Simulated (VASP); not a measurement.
Al:

```
CELL_PARAMETERS angstrom
2.81246 0.00000 0.00000
-1.40623 2.43566 0.00000
0.00000 0.00000 4.86685
ATOMIC_POSITIONS crystal
Al 0.33333 0.66667 0.25000
Al 0.66667 0.33333 0.75000
```

This isn't the form of Al at room conditions, which is fcc.

```yaml
Program: VASP 6.6.1
Task: relaxation of cell and atoms
Functional: B3LYP
Potentials_or_basis: VASP PAW PBE potentials, release 64 (Al)
Cutoff: 600 eV
k_mesh: 6 × 6 × 3
Occupations: fermi-dirac, width 0.05 eV
Spin: no spin polarisation
```

At the start: pressure 3.9 GPa; volume 16.67 Å³/atom.

Where does the relaxation end?

Over 7 steps the energy falls by 21.4 meV/atom and the volume is 17.45 Å³/atom (+4.7 %); space group P6_3/mmc (No. 194, to 0.1 Å) before and after.

The path:
| step | energy change (eV) | largest force (eV/Å) | pressure (GPa) | volume (Å³) |
| --- | --- | --- | --- | --- |
| 1 | 0.0000 | 0.0000 | 3.91 | 33.34 |
| 2 | -0.0412 | 0.0000 | -0.61 | 35.32 |
| 3 | -0.0411 | 0.0000 | -0.79 | 35.42 |
| 4 | -0.0412 | 0.0000 | -0.70 | 35.36 |
| 5 | -0.0425 | 0.0000 | -0.25 | 35.04 |
| 6 | -0.0426 | 0.0000 | -0.32 | 35.10 |
| 7 | -0.0428 | 0.0000 | 0.03 | 34.90 |

Final structure:
```
CELL_PARAMETERS angstrom
2.90117 0.00000 0.00000
-1.45058 2.51249 0.00000
0.00000 0.00000 4.78842
ATOMIC_POSITIONS crystal
Al 0.33333 0.66667 0.25000
Al 0.66667 0.33333 0.75000
```

Caveat: the k points lie up to 0.44 Å⁻¹ apart in the final cell, too coarse for converged energies and pressures of a metal; the PAW data sets were made with another functional, which shifts forces and pressure a little.
